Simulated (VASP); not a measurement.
Wanted: the native input for a VASP 6.6.1 run.

```yaml
Task: single point
Functional: r2SCANh
Potentials_or_basis: VASP PAW PBE potentials, release 64 (Ru_pv)
Cutoff: 520 eV
k_mesh: 6 × 6 × 4
Occupations: fermi-dirac, width 0.05 eV
Spin: no spin polarisation
Dipole_correction: no
Grid_for_exact_exchange_PRECFOCK: Normal
Further_INCAR_settings: ALGO = Normal; EDIFF = 1e-06; NBANDS = 21
Share_of_exact_exchange: 0.1
```

Ru:

```
CELL_PARAMETERS angstrom
2.70580 0.00000 0.00000
-1.35290 2.34329 0.00000
0.00000 0.00000 4.28190
ATOMIC_POSITIONS crystal
Ru 0.66667 0.33333 0.75000
Ru 0.33333 0.66667 0.25000
```

One way to write it, as run:

POSCAR

```
Ru
1.0
    2.7058000000      0.0000000000      0.0000000000
   -1.3529000000      2.3432915376      0.0000000000
    0.0000000000      0.0000000000      4.2819000000
Ru
2
Direct
    0.6666666667      0.3333333333      0.7500000000
    0.3333333333      0.6666666667      0.2500000000
```

INCAR.step1

```
SYSTEM = Ru
PREC = Accurate
ENCUT = 520
EDIFF = 1E-5
ISMEAR = -1
SIGMA = 0.05
LREAL = .FALSE.
LASPH = .TRUE.
NELM = 100
ALGO = Normal
ISIF = 2
LWAVE = .TRUE.
GGA = PE
NBANDS = 21
```

INCAR.step2

```
SYSTEM = Ru
PREC = Accurate
ENCUT = 520
EDIFF = 1E-6
ISMEAR = -1
SIGMA = 0.05
LREAL = .FALSE.
LASPH = .TRUE.
NELM = 100
ALGO = Normal
ISIF = 2
LWAVE = .FALSE.
LCHARG = .TRUE.
METAGGA = R2SCAN
LHFCALC = .TRUE.
AEXX = 0.1
LMIXTAU = .TRUE.
PRECFOCK = Normal
LELF = .TRUE.
LVHAR = .TRUE.
ISTART = 1
NBANDS = 21
```

KPOINTS

```
Automatic mesh
0
G
  6 6 4
  0 0 0
```

Potentials or basis: VASP PAW PBE potentials, release 64 (Ru_pv).

Run with:

```bash
$ cat potpaw_PBE.64/Ru_pv/POTCAR > POTCAR
$ cp INCAR.step1 INCAR
$ mpirun -np 1 vasp_std > vasp.out
$ cp INCAR.step2 INCAR
$ mpirun -np 1 vasp_std > vasp.out
```

It gave:

- Pressure: -4.6 GPa
- Band gap on the k mesh: zero (bands 14 and 15 overlap by 3.55 eV)

Caveat: the k points lie up to 0.45 Å⁻¹ apart, too coarse for converged energies and pressures of a metal; the PAW data sets were made with another functional, which shifts forces and pressure a little.

Wall time 86 min on 1 thread of Oxide Virtual Turin-like Processor, on a shared host, peak memory 0.13 GiB.
